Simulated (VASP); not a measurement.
Runs of VASP 6.6.1 on GaSb. The structure is that of space group F-43m (No. 216), or close to it. The cells are those of the table. 

```tsv
cell	gap on the mesh (eV)	pressure (GPa)
a = 4.326 Å, angles 60.0°, 2 atoms	3.44	(a)
a = 4.355 Å, angles 60.0°, 2 atoms	(c)	-4.9
a = 4.411 Å, angles 60.0°, 2 atoms	2.89	-6.6
a = 4.238 Å, angles 60.0°, 2 atoms	3.67	(b)
a = 4.383 Å, angles 60.0°, 2 atoms	3.08	-5.8
```

Alike in all rows: task single point; level r2SCAN50; potentials or basis VASP PAW PBE potentials, release 64 (Sb, Ga_d); no spin polarisation; k mesh 4 × 4 × 4; cutoff (eV) 520; smearing fermi-dirac 0.05 eV.

Question: Fill in the values left out.

Answer: (a) -3.9; (b) 0.0; (c) 3.26.

Caveats: all runs use coarse meshes; the PAW data sets were made with another functional, which shifts forces and pressure a little; spin-orbit coupling is left out, which moves the levels of the heavy elements.

A k mesh can miss the band edges, and the runs leave out spin-orbit coupling on Ga, Sb.
